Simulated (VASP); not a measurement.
Write the native input for VASP 6.6.1 that does the following.

```yaml
Task: single point
Functional: PBEsol
Potentials_or_basis: VASP PAW PBE potentials, release 64 (K_sv)
Cutoff: 520 eV
k_mesh: 11 × 11 × 11
Occupations: fermi-dirac, width 0.1 eV
Spin: no spin polarisation
Dipole_correction: no
Further_INCAR_settings: ALGO = Normal; EDIFF = 1e-06; NBANDS = 10
```

The structure of K lies in POSCAR:

```
K
1.0
    0.0000000000      2.9225764619      2.9225764619
    2.9225764619      0.0000000000      2.9225764619
    2.9225764619      2.9225764619      0.0000000000
K
1
Direct
    0.0000000000      0.0000000000      0.0000000000
```

This cell differs from its parent crystal: volume scaled by 0.7.

The input as run:

INCAR

```
ALGO = Normal
EDIFF = 1E-6
ENCUT = 520
GGA = PS
ISIF = 2
ISMEAR = -1
LASPH = T
LCHARG = T
LELF = T
LREAL = F
LVHAR = T
LWAVE = F
NBANDS = 10
NELM = 60
PREC = Accurate
SIGMA = 0.1
```

KPOINTS

```
k-points
0
Gamma
  11 11 11
```

Potentials or basis: VASP PAW PBE potentials, release 64 (K_sv).

Command:

```bash
$ cat potpaw_PBE.64/K_sv/POTCAR > POTCAR
$ mpirun -np 1 vasp_std > vasp.out
```

Results of the run:

| Item | Value |
| --- | --- |
| Pressure | 2.5 GPa |

Caveat: the PAW data sets were made with another functional, which shifts forces and pressure a little.

Wall time 12 s on 1 thread of AMD EPYC 9R45 96-Core Processor (Zen 5), with other jobs on the host, peak memory 0.15 GiB.
